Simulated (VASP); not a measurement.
## K2S: single point with LDA

K2S:

```xyz
3
Lattice="0.0000 3.5965 3.5965 3.5965 0.0000 3.5965 3.5965 3.5965 0.0000" Properties=species:S:1:pos:R:3 pbc="T T T"
K     5.3947    5.3947    5.3947
K     1.7982    1.7982    1.7982
S     0.0000    0.0000    0.0000
```

- Program: VASP 6.6.1
- Task: single point
- Functional: LDA
- Potentials or basis: VASP PAW LDA potentials, release 64 (K_sv, S)
- Cutoff: 500 eV
- k mesh: 6 × 6 × 6
- Occupations: fermi-dirac, width 0.02 eV
- Spin: no spin polarisation

```yaml
Pressure: 0.1 GPa
Band_gap_on_the_k_mesh: 2.31 eV (least direct gap 2.62 eV)
```

Levels at points of the mesh, in eV from the valence-band top:
```csv
k point,band 8,band 9,band 10,band 11,band 12,band 13,band 14,band 15,band 16,band 17
"(0.00, 0.00, 0.00)",-12.23,-9.64,-0.30,-0.30,-0.30,2.31,5.25,5.25,7.58,7.58
"(0.50, 0.00, 0.00)",-12.39,-9.34,-0.71,-0.12,-0.12,4.64,5.15,5.73,5.73,7.60
"(0.50, 0.50, 0.00)",-12.13,-9.28,-0.90,0.00,0.00,3.29,5.20,6.48,6.82,7.65
```

It took 47 s on 1 thread of Intel Xeon 8259CL (shared host), peak memory 0.2 GiB.

A k mesh can miss the band edges.
